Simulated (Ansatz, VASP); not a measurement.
Two plane-wave programs on CdS

```
Cd S
1.0
     0.00000    2.66978    2.66978
     2.66978    0.00000    2.66978
     2.66978    2.66978    0.00000
Cd S
1 1
Direct
  0.00000 0.00000 0.00000
  0.50000 0.50000 0.50000
```

Alike in both runs: task single point; functional LDA; k mesh 9 × 9 × 9; occupations fermi-dirac, width 0.02 eV; no spin polarisation.

|  | VASP | Ansatz |
| --- | --- | --- |
| version | VASP 6.6.1 | Ansatz 0.2.0 |
| potentials or method | VASP PAW LDA potentials, release 64 (Cd, S) | PAW with Ansatz's default frozen-core files, scalar-relativistic |
| plane-wave cutoff (eV) | 520 | 420 |
| valence electrons in the cell | 18 | 26 |

|  | VASP | Ansatz | Ansatz less VASP |
| --- | --- | --- | --- |
| pressure (GPa) | 0.8 | 0.0 | -0.75 |

LDA's correlation is that of Perdew and Zunger in VASP and of Perdew and Wang (1992) in Ansatz. VASP's potentials hold 18 valence electrons a cell and Ansatz's 26, so a difference there can come from the potentials and not from the codes.
